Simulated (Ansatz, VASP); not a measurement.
One calculation of CdTe, two programs

```
Cd Te
1.0
     0.00000    3.06131    3.06131
     3.06131    0.00000    3.06131
     3.06131    3.06131    0.00000
Cd Te
1 1
Direct
  0.00000 0.00000 0.00000
  0.25000 0.25000 0.25000
```

Alike in both runs: task single point; functional PBEsol; k mesh 10 × 10 × 10; occupations gaussian, width 0.05 eV; no spin polarisation.

|  | VASP | Ansatz |
| --- | --- | --- |
| version | VASP 6.6.1 | Ansatz 0.2.0 |
| potentials or method | VASP PAW PBE potentials, release 64 (Cd, Te), cutoff 520 eV | scalar-relativistic, plane waves, PAW |
| valence electrons in the cell | 18 | 36 |

```csv
,VASP,Ansatz,Ansatz less VASP
gap on the k mesh at the Fermi level (eV),1.18,1.17,-0.013
least direct gap on the mesh (eV),1.18,1.17,-0.013
pressure (GPa),11.3,11.0,-0.33
```

VASP's potentials were made for PBE, not for PBEsol. VASP's potentials hold 18 valence electrons a cell and Ansatz's 36, so a difference there can come from the potentials and not from the codes.

Spin-orbit coupling is off throughout.
